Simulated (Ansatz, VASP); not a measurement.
## One calculation of NiO, two programs

```
Ni O
1.0
     2.07972    2.07972    4.16627
     4.16627    2.07972    2.07972
     2.07972    4.16627    2.07972
Ni O
2 2
Direct
  0.00000 0.00000 0.00000
  0.50000 0.50000 0.50000
  0.25000 0.25000 0.25000
  0.75000 0.75000 0.75000
```

Alike in both runs: functional PBEsol; k mesh 6 × 6 × 6; collinear spin; Hubbard terms Ni d U = 5.0 eV.

Ansatz relaxed the structure, and its values are those at the end. VASP's run is a single point on that final structure, the one shown.

|  | VASP | Ansatz |
| --- | --- | --- |
| version | VASP 6.6.1 | Ansatz 0.2.0 |
| potentials or method | VASP PAW PBE potentials, release 64 (Ni, O) | scalar-relativistic, plane waves, PAW |
| plane-wave cutoff (eV) | 520 | 420 |
| occupations | gaussian, width 0.01 eV | fixed |
| valence electrons in the cell | 32 | 48 |

|  | VASP | Ansatz | Ansatz less VASP |
| --- | --- | --- | --- |
| gap on the k mesh at the Fermi level (eV) | 3.02 | 2.91 | -0.106 |
| least direct gap on the mesh (eV) | 3.42 | 3.34 | -0.078 |
| pressure (GPa) | -8.0 | 0.0 | +7.98 |
| net moment per atom (μB) | 0.00 | 0.00 | 0.000 |
| size of the moment on the site where the two differ most (μB) | 1.67 | 1.61 | -0.057 |

VASP's potentials were made for PBE, not for PBEsol. Site moments also hang on the region over which each program counts them. The programs project onto different local orbitals, so the same U acts differently, and such runs can settle in different states. VASP's potentials hold 32 valence electrons a cell and Ansatz's 48, so a difference there can come from the potentials and not from the codes. Ansatz's warnings: end state compared, metallic iterate.
